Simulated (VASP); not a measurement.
Set up this calculation in VASP 6.6.1, as the native input.

```
Task                   : relaxation of cell and atoms
Functional             : PBEsol
Potentials or basis    : VASP PAW PBE potentials, release 64 (Se)
Cutoff                 : 600 eV
k mesh                 : 21 × 21 × 21
Occupations            : fermi-dirac, width 0.1 eV
Spin                   : no spin polarisation
Target pressure        : 94 GPa
Dipole correction      : no
Further INCAR settings : ALGO = Normal; EDIFF = 1e-06; IBRION = 2; EDIFFG = -0.002; NSW = 80; ISIF = 3
```

The structure of Se lies in POSCAR:

```
Se
1.0
    1.9708686050      1.1378815196      0.9396972542
   -1.9708686050      1.1378815196      0.9396972542
    0.0000000000     -2.2757630392      0.9396972542
Se
1
Direct
    0.0000000000      0.0000000000      0.0000000000
```

These files were run (other wordings do the same):

INCAR

```
SYSTEM = Se
  PREC = Accurate
  ENCUT = 600
  EDIFF = 1E-6
  ISMEAR = -1
  SIGMA = 0.1
  LREAL = .FALSE.
  LASPH = .TRUE.
  NELM = 100
  ALGO = Normal
  ISIF = 3
  LWAVE = .FALSE.
  LCHARG = .FALSE.
  GGA = PS
  IBRION = 2
  NSW = 80
  EDIFFG = -0.002
  PSTRESS = 940.0
```

KPOINTS

```
regular mesh
0
G
  21 21 21
  0 0 0
```

Potentials or basis: VASP PAW PBE potentials, release 64 (Se).

The run is started by

```bash
$ cat potpaw_PBE.64/Se/POTCAR > POTCAR
$ mpirun -np 1 vasp_std > vasp.out
```

It gave:

```
Relaxed volume                                         : 12.78 Å³/atom
Relaxed cell                                           : a = 2.453 Å, b = 2.453 Å, c = 2.453 Å, α = 105.42°, β = 105.42°, γ = 105.42°
Space group after relaxing (to 0.05 Å)                 : R-3m (No. 166)
Energy change on relaxing (the enthalpy is what falls) : -82.4 meV/atom
Ionic steps                                            : 14
Pressure after relaxing                                : 94.0 GPa
Band gap on the k mesh                                 : zero (band 3 reaches 18.71 eV, above the bottom of band 4 at 6.20 eV)
```

Caveat: the cell is relaxed towards a set pressure, so the enthalpy falls and the energy may rise; the PAW data sets were made with another functional, which shifts forces and pressure a little.

Wall time 3.3 min on 1 thread of Intel(R) Xeon(R) 6975P-C (Granite Rapids), on a shared host, peak memory 0.22 GiB.
